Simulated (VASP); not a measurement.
# Li (Cmcm) in VASP: further runs

The runs below take Li through single point, with PBEsol+D3(BJ).

All numbers are computed with VASP 6.6.1; they aren't measurements. Logs are shortened: lines on timing, memory, paths and dates and some standing lists are left out, and cuts for length are marked.

**1. The cell of the first run**

The structure is orthorhombic, space group Cmcm (No. 63). Conventional cell: a = 4.191 Å, b = 4.191 Å, c = 4.191 Å, α = 90.00°, β = 90.00°, γ = 90.00°. Li (site symmetry m2m) has 10 Li at 2.44 to 3.08 Å within 3.2 Å.

**2. Single point, PBEsol+D3(BJ) (mode 4 frozen in at -0.425 Å and mode 5 at +0.000 Å (largest displacements))**

File INCAR:

```
PREC = Accurate ; ENCUT = 520
EDIFF = 1E-6 ; ISMEAR = 0
SIGMA = 0.15 ; LREAL = False
LASPH = True ; NELM = 60
ALGO = Fast ; ISIF = 2
LWAVE = False ; LCHARG = False
GGA = PS ; IVDW = 12
NBANDS = 10
```

File KPOINTS:

```
regular mesh
0
Gamma
  16 16 10
```

File POSCAR:

```
Li
1.0
    0.0000000000     -2.0954789853     -2.0954789853
    0.0000000000      2.0954789853     -2.0954789853
    4.1909579706      0.0000000000      0.0000000000
Li
2
Direct
    0.6014087956      0.3985912044      0.5000000000
   -0.1014087956      0.1014087956      0.0000000000
```

Potentials or basis: VASP PAW PBE potentials, release 64 (Li_sv).

The run is started by

```bash
$ cat potpaw_PBE.64/Li_sv/POTCAR > POTCAR
$ mpirun -np 1 vasp_std > vasp.out
```

OUTCAR:

```text
PREC = Accurate
   ENCUT = 520
   EDIFF = 1E-6
   ISMEAR = 0
   LREAL = False
   LASPH = True
   NELM = 60
   ISIF = 2
   GGA = PS
   IVDW = 12
 IVDW          = 12

 ion  position               nearest neighbor table
   1  0.601  0.399  0.500-   2 2.44   2 2.44
   2  0.899  0.101  0.000-   1 2.44   1 2.44

  LATTYP: Found a simple tetragonal cell.
 ALAT       =     2.9634548007
 C/A-ratio  =     1.4142135624

  Lattice vectors:

 A1 = (   0.0000000000,  -2.0954789853,  -2.0954789853)
 A2 = (   0.0000000000,   2.0954789853,  -2.0954789853)
 A3 = (   4.1909579706,   0.0000000000,   0.0000000000)

Analysis of symmetry for initial positions (statically):
=====================================================================
 Subroutine PRICEL returns:
 Original cell was already a primitive cell.

 Routine SETGRP: Setting up the symmetry group for a
 simple tetragonal supercell.

 Subroutine GETGRP returns: Found  8 space group operations
 (whereof  4 operations were pure point group operations)
 out of a pool of 16 trial point group operations.

The static configuration has the point symmetry C_2v.
 The point group associated with its full space group is D_2h.

Analysis of symmetry for dynamics (positions and initial velocities):
=====================================================================
 Subroutine PRICEL returns:
 Original cell was already a primitive cell.

 Routine SETGRP: Setting up the symmetry group for a
 simple tetragonal supercell.

 Subroutine GETGRP returns: Found  8 space group operations
 (whereof  4 operations were pure point group operations)
 out of a pool of 16 trial point group operations.

The dynamic configuration has the point symmetry C_2v.
 The point group associated with its full space group is D_2h.

 Subroutine INISYM returns: Found  8 space group operations
 (whereof  4 operations are pure point group operations),
 and found     1 'primitive' translations

----------------------------------------------------------------------------------------

                                     Primitive cell

  volume of cell :      36.8053

  direct lattice vectors                    reciprocal lattice vectors
     0.000000000 -2.095478985 -2.095478985     0.000000000 -0.238608931 -0.238608931
     0.000000000  2.095478985 -2.095478985     0.000000000  0.238608931 -0.238608931
     4.190957971  0.000000000  0.000000000     0.238608931  0.000000000  0.000000000

  length of vectors
     2.963454801  2.963454801  4.190957971     0.337443986  0.337443986  0.238608931

  position of ions in fractional coordinates (direct lattice)
     0.601408796  0.398591204  0.500000000
     0.898591204  0.101408796  0.000000000

  ion indices of the primitive-cell ions
   primitive index   ion index
                 1           1
                 2           2

----------------------------------------------------------------------------------------

 KPOINTS: regular mesh

Automatic generation of k-mesh.
 Grid dimensions read from file:
 generate k-points for:   16   16   10

 Generating k-lattice:

  Cartesian coordinates                     Fractional coordinates (reciprocal lattice)
     0.000000000 -0.014913058 -0.014913058     0.062500000  0.000000000  0.000000000
     0.000000000  0.014913058 -0.014913058     0.000000000  0.062500000  0.000000000
     0.023860893  0.000000000  0.000000000     0.000000000  0.000000000  0.100000000

  Length of vectors
     0.021090249  0.021090249  0.023860893

  Shift w.r.t. Gamma in fractional coordinates (k-lattice)
     0.000000000  0.000000000  0.000000000

 Subroutine IBZKPT returns following result:
 ===========================================

 Found    438 irreducible k-points:

 Following reciprocal coordinates:
            Coordinates               Weight
  0.000000  0.000000  0.000000      1.000000
  0.062500  0.000000  0.000000      4.000000
  0.125000  0.000000  0.000000      4.000000
  0.187500  0.000000  0.000000      4.000000
  0.250000  0.000000  0.000000      4.000000
  0.312500  0.000000  0.000000      4.000000
[... 16 lines left out ...]
 -0.062500  0.437500  0.000000      4.000000
  0.500000  0.062500  0.000000      4.000000
 [... further k-points ...]
   k-points           NKPTS =    438   k-points in BZ     NKDIM =    438   number of bands    NBANDS=     10
   number of dos      NEDOS =    301   number of ions     NIONS =      2
   total plane-waves  NPLWV =  18432
   dimension x,y,z NGX =    24 NGY =   24 NGZ =   32
   dimension x,y,z NGXF=    48 NGYF=   48 NGZF=   64
   ions per type =               2
   NGX,Y,Z   is equivalent  to a cutoff of  13.46, 13.46, 12.69 a.u.
   NGXF,Y,Z  is equivalent  to a cutoff of  26.93, 26.93, 25.39 a.u.
 SYSTEM =  unknown system
   PREC   = accura    normal or accurate (medium, high low for compatibility)
   ISTART =      0    job   : 0-new  1-cont  2-samecut
   ICHARG =      2    charge: 1-file 2-atom 10-const
   ISPIN  =      1    spin polarized calculation?
   LNONCOLLINEAR =      F non collinear calculations
   LSORBIT =      F    spin-orbit coupling
   LASPH  =      T    aspherical Exc in radial PAW
   ENCUT  =  520.0 eV  38.22 Ry    6.18 a.u.   5.51  5.51  7.79*2*pi/ulx,y,z
   NELM   =     60;   NELMIN=  2; NELMDL= -5     # of ELM steps
   EDIFF  = 0.1E-05   stopping-criterion for ELM
   LREAL  =      F    real-space projection
   EDIFFG = 0.1E-04   stopping-criterion for IOM
   NSW    =      0    number of steps for IOM
   IBRION =     -1    ionic relax: 0-MD 1-quasi-New 2-CG
   NFREE  =      0    steps in history (QN), initial steepest desc. (CG)
   ISIF   =      2    stress and relaxation
   ISYM   =      2    0-nonsym 1-usesym 2-fastsym
   POTIM  = 0.5000    time-step for ionic-motion
   TEBEG  =    0.0;   TEEND  =   0.0 temperature during run
   PSTRESS=    0.0 pullay stress
   NELECT =       6.0000    total number of electrons
   NUPDOWN=      -1.0000    fix difference up-down
   EMIN   =  10.00;   EMAX   =-10.00  energy-range for DOS
   EFERMI =   0.00;   METHOD = LEGACY
   ISMEAR =     0;   SIGMA  =   0.15  broadening in eV -4-tet -1-fermi 0-gaus
   EFERMI_NEDOS =   21; number of points for ismear=-14 and -15
   IALGO  =     68    algorithm
   IMIX   =      4    mixing-type and parameters
     AMIX     =   0.40;   BMIX     =  1.00
     AMIX_MAG =   1.60;   BMIX_MAG =  1.00
  volume/ion in A,a.u.               =      18.40       124.19
  Fermi-wavevector in a.u.,A,eV,Ry     =   0.894311  1.690003 10.881835  0.799792
  Thomas-Fermi vector in A             =   2.016500
   LORBIT       =      0    0 simple, 1 ext, 2 COOP (PROOUT), +10 PAW based schemes
   GGA     = PS    functional components
   LHFCALC =     F    Hartree Fock is set to
   AEXX    =    0.0000 exact exchange contribution
   IVDW    =    12    specifies the selected vdW correction
   LEPSILON=     F    determine dielectric tensor
   LRPA    =     F    only Hartree local field effects (RPA)
 non-spin polarized calculation
 RMM-DIIS sequential band-by-band and
 Gauss-broadening in eV      SIGMA  =   0.15
  energy-cutoff  :      520.00
  volume of cell :       36.81
 maximum number of plane-waves:      1011
 NGX is ok and might be reduce to    24
   NGX = 11   NGY = 11   NGZ = 15

 number of electron       5.9999990 magnetization

 Free energy of the ion-electron system (eV)
  ---------------------------------------------------
  ext. energy  EPLUGINS =         0.00000000
  ---------------------------------------------------
  free energy    TOTEN  =        -3.64179580 eV

  energy without entropy =       -3.63384571  energy(sigma->0) =       -3.63782076

 E-fermi :   0.9846     XC(G=0):  -7.2561

 val. band max:        0.9701741279   @ k =   0.5000   0.0000   0.5000
 cond. band min:       0.9900928603   @ k =   0.3750   0.3750   0.2000
 fundamental gap:      0.0199187324
 Fermi energy:         0.9846235795

 k-point     1 :       0.0000    0.0000    0.0000
  band No.  band energies     occupation
      1     -45.1325      2.00000
      2     -45.0550      2.00000
      3      -2.7394      2.00000
      4       2.2962      0.00000
      5       6.0651      0.00000
      6      10.4930      0.00000
      7      10.7790      0.00000
      8      10.9828      0.00000
      9      12.6445      0.00000
     10      17.1084      0.00000

 k-point     2 :       0.0625    0.0000    0.0000
  band No.  band energies     occupation
      1     -45.1319      2.00000
      2     -45.0550      2.00000
      3      -2.6920      2.00000
      4       2.3597      0.00000
      5       6.0316      0.00000
      6       9.4457      0.00000
      7      10.7086      0.00000
      8      11.8976      0.00000
      9      12.9272      0.00000
     10      16.4854      0.00000

 k-point     3 :       0.1250    0.0000    0.0000
  band No.  band energies     occupation
      1     -45.1303      2.00000
      2     -45.0546      2.00000
      3      -2.5497      2.00000
      4       2.5495      0.00000
      5       5.8468      0.00000
      6       8.3306      0.00000
      7      10.8394      0.00000
      8      12.2413      0.00000
      9      13.6577      0.00000
     10      15.0900      0.00000

 k-point     4 :       0.1875    0.0000    0.0000
  band No.  band energies     occupation
      1     -45.1277      2.00000
      2     -45.0541      2.00000
      3      -2.3130      2.00000
      4       2.8638      0.00000
      5       5.2783      0.00000
      6       7.7286      0.00000
      7      11.0330      0.00000
      8      12.3356      0.00000
      9      13.5214      0.00000
     10      13.8925      0.00000
[... 222 lines left out ...]
 k-point    22 :       0.4375    0.0625    0.0000
  band No.  band energies     occupation
      1     -45.1166      2.00000
      2     -45.0523      2.00000
      3      -0.4717      2.00000
      4       1.5727      0.00000
      5       5.1666      0.00000
      6       8.3675      0.00000
      7       8.3830      0.00000
      8      10.0101      0.00000
      9      13.3397      0.00000
     10      14.0115      0.00000

 k-point    23 :      -0.0625    0.4375    0.0000
  band No.  band energies     occupation
      1     -45.1166      2.00000
      2     -45.0524      2.00000
      3      -0.4622      2.00000
      4       1.5546      0.00000
      5       5.1701      0.00000
      6       8.1924      0.00000
      7       8.3579      0.00000
      8      10.6588      0.00000
      9      12.7490      0.00000
     10      13.7886      0.00000

 k-point    24 :       0.5000    0.0625    0.0000
  band No.  band energies     occupation
      1     -45.1160      2.00000
      2     -45.0522      2.00000
      3      -0.1370      2.00000
      4       1.1349      0.15666
      5       5.4988      0.00000
      6       7.9050      0.00000
      7       8.3925      0.00000
      8      10.2300      0.00000
      9      13.3074      0.00000
     10      13.6581      0.00000

 [... further k-points ...]

------------------------ aborting loop because EDIFF is reached ----------------------------------------

 Edisp (eV)   -0.32961

 E8    (eV) :    -0.2111

  FORCE on cell =-STRESS in cart. coord.  units (eV):
  Direction    XX          YY          ZZ          XY          YZ          ZX
  --------------------------------------------------------------------------------------
  -------------------------------------------------------------------------------------
  Total       1.22987    -0.33729    -0.66219     0.00000     0.00000     0.00000
  in kB      53.53788   -14.68247   -28.82609     0.00000     0.00000     0.00000
  external pressure =        3.34 kB  Pullay stress =        0.00 kB

 VOLUME and BASIS-vectors are now :
 -----------------------------------------------------------------------------
  energy-cutoff  :      520.00
  volume of cell :       36.81
      direct lattice vectors                 reciprocal lattice vectors
     0.000000000 -2.095478985 -2.095478985     0.000000000 -0.238608931 -0.238608931
     0.000000000  2.095478985 -2.095478985     0.000000000  0.238608931 -0.238608931
     4.190957971  0.000000000  0.000000000     0.238608931  0.000000000  0.000000000

 POSITION                                       TOTAL-FORCE (eV/Angst)
 -----------------------------------------------------------------------------------
      2.09548     -0.42500     -2.09548         0.000000      0.624673      0.000000
      0.00000     -1.67048     -2.09548         0.000000     -0.624673      0.000000
 -----------------------------------------------------------------------------------
    total drift:                                0.000000     -0.000000     -0.000000

  FREE ENERGIE OF THE ION-ELECTRON SYSTEM (eV)
  ---------------------------------------------------
  free  energy   TOTEN  =        -3.9714050810 eV

  energy  without entropy=       -3.9634549968  energy(sigma->0) =       -3.96743004
```

It took 71 s on 1 thread of Intel Xeon Platinum 8488C (Sapphire Rapids), shared host; peak memory 0.24 GiB.

Results:

```yaml
Free_energy: -3.9714 eV
Largest_force: 0.625 eV/Å
Band_gap_on_the_k_mesh: zero (band 3 reaches 3.97 eV, above the bottom of band 4 at -1.20 eV)
Dispersion_energy_per_atom: -0.165 eV
```

Forces on the atoms (eV/Å):
```
Li   0.000  0.625  0.000
Li   0.000 -0.625  0.000
```

Caveat: the cell differs from its parent crystal (mode 4 frozen in at -0.425 Å and mode 5 at +0.000 Å (largest displacements)); the cutoff is under 1.25 times the usual one of these potentials, so pressure, stress and relaxed cells hold a basis-set (Pulay) error; the PAW data sets were made with another functional, which shifts forces and pressure a little; pairwise dispersion overbinds metals, which lowers pressure and volume.

(Continued in part 2 of 3.)
